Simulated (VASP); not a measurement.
ScSiS3:

```
Sc Si S
1.0
     4.62344    0.00000    0.00000
     0.00000    4.62344    0.00000
     0.00000    0.00000    4.62344
Sc Si S
1 1 3
Direct
  0.00000 0.00000 0.00000
  0.50000 0.50000 0.50000
  0.00000 0.50000 0.50000
  0.50000 0.00000 0.50000
  0.50000 0.50000 0.00000
```

The cell was generated, and may not be a known phase.

| Quantity | Value |
| --- | --- |
| Program | VASP 6.6.1 |
| Task | relaxation of cell and atoms |
| Functional | PBE |
| Potentials or basis | VASP PAW PBE potentials, release 64 (Sc_sv, Si, S) |
| Cutoff | 600 eV |
| k mesh | 4 × 4 × 4 |
| Occupations | gaussian, width 0.1 eV |
| Spin | no spin polarisation |

At the start: pressure -5.1 GPa; volume 19.77 Å³/atom.

Task: Where does the relaxation end?

Result: Over 3 steps the energy falls by 22.1 meV/atom and the volume is 18.45 Å³/atom (-6.7 %); space group Pm-3m (No. 221, to 0.1 Å) before and after.

The path:
| step | energy change (eV) | largest force (eV/Å) | pressure (GPa) | volume (Å³) |
| --- | --- | --- | --- | --- |
| 1 | 0.0000 | 0.0000 | -5.07 | 98.83 |
| 2 | -0.0972 | 0.0000 | 2.08 | 90.15 |
| 3 | -0.1106 | 0.0000 | 0.01 | 92.25 |

Final structure:
```xyz
5
Lattice="4.5185 0.0000 0.0000 0.0000 4.5185 0.0000 0.0000 0.0000 4.5185" Properties=species:S:1:pos:R:3 pbc="T T T"
Sc    0.0000    0.0000    0.0000
Si    2.2592    2.2592    2.2592
S     0.0000    2.2592    2.2592
S     2.2592    0.0000    2.2592
S     2.2592    2.2592    0.0000
```

Caveat: the highest band is partly filled, so the run has too few bands.
